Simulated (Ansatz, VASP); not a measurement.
# BN in VASP and in Ansatz

INCAR

```
SYSTEM = BN
PREC = Accurate
ENCUT = 520
EDIFF = 1E-6
ISMEAR = 0
SIGMA = 0.05
LREAL = .False.
LASPH = .True.
NELM = 60
ALGO = Normal
ISIF = 2
LWAVE = .False.
LCHARG = .False.
GGA = PS
NBANDS = 16
```

KPOINTS

```
regular mesh
0
Gamma
  12 12 6
  0 0 0
```

File POSCAR:

```
BN
1.0
    2.7582547698      0.0000000000      0.0000000000
   -1.3791273849      2.3887187008      0.0000000000
    0.0000000000      0.0000000000      4.5650034000
B N
2 2
Direct
    0.6666666667      0.3333333333      0.9997240000
    0.3333333333      0.6666666667      0.4997240000
    0.6666666667      0.3333333333      0.6252760000
    0.3333333333      0.6666666667      0.1252760000
```

Input for Ansatz:

```yaml
crystal:
  lattice:
    - [2.7582547698, 0.0, 0.0]
    - [-1.3791273849, 2.3887187008, 0.0]
    - [0.0, 0.0, 4.5650034]
  atoms:
    - { symbol: B, position: [0.6666666667, 0.3333333333, 0.999724] }
    - { symbol: B, position: [0.3333333333, 0.6666666667, 0.499724] }
    - { symbol: "N", position: [0.6666666667, 0.3333333333, 0.625276] }
    - { symbol: "N", position: [0.3333333333, 0.6666666667, 0.125276] }
basis:
  ecutwfc: 420
kpoints:
  mp_grid: { grid: [12, 12, 6] }
hamiltonian:
  xc: pbesol
scf:
  occupations: { method: gaussian, width: 0.05 }
output:
  forces: true
  stress: true
  eigenvalues: true
```

Change from the starting cell: strain +0.080 along x and y, +0.080 along z, atoms carried along.

Alike in both runs: task single point; functional PBEsol; k mesh 12 × 12 × 6; occupations gaussian, width 0.05 eV; no spin polarisation.

|  | VASP | Ansatz |
| --- | --- | --- |
| version | VASP 6.6.1 | Ansatz 0.2.0 |
| potentials or method | VASP PAW PBE potentials, release 64 (B, N), cutoff 520 eV | scalar-relativistic, plane waves, PAW |
| valence electrons in the cell | 16 | 16 |

Ansatz gave:

| Item | Value |
| --- | --- |
| gap on the k mesh at the Fermi level (eV) | 5.21 |
| least direct gap on the mesh (eV) | 6.49 |
| pressure (GPa) | -60.0 |
| traceless stress, the component that is largest in VASP (GPa) | -0.67 |
| rms of the force components (eV/Å) | 0.088 |

Which values does VASP return?

gap on the k mesh at the Fermi level (eV): 5.20; least direct gap on the mesh (eV): 6.50; pressure (GPa): -60.0; traceless stress, the component that is largest in VASP (GPa): -0.67; rms of the force components (eV/Å): 0.087.

VASP's potentials were made for PBE, not for PBEsol. Atom by atom the forces differ by 0.001 eV/Å (rms over components). Both programs put the cell under strong tension, so it lies far from rest at this level.

Noted on VASP's run: the cell as given lies far from equilibrium.
